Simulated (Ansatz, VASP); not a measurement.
# SnC2 in VASP and in Ansatz

```
Sn C
1.0
     4.29188    0.00000    0.00000
    -2.14594    3.71688    0.00000
     0.00000    0.00000   11.59834
Sn C
3 6
Direct
  0.00000 0.00000 0.50000
  0.33333 0.66667 0.36284
  0.66667 0.33333 0.63716
  0.66666 0.00000 0.00000
  0.00000 0.33334 0.00000
  0.33334 0.33334 0.00000
  0.66666 0.66666 0.00000
  0.33334 0.00000 0.00000
  0.00000 0.66666 0.00000
```

Alike in both runs: functional PBE; k mesh 12 × 12 × 4; occupations gaussian, width 0.1 eV; no spin polarisation.

Ansatz relaxed the structure, and its values are those at the end. VASP's run is a single point on that final structure, the one shown.

|  | VASP | Ansatz |
| --- | --- | --- |
| version | VASP 6.6.1 | Ansatz 0.2.0 |
| potentials or method | VASP PAW PBE potentials, release 64 (Sn_d, C), cutoff 520 eV | scalar-relativistic, plane waves, PAW |
| valence electrons in the cell | 66 | 66 |

```tsv
	VASP	Ansatz	Ansatz less VASP
gap on the k mesh at the Fermi level (eV)	none	none	-
pressure (GPa)	0.1	0.0	-0.10
```

A gap of «none» marks a metal or a gap that the smearing closes.
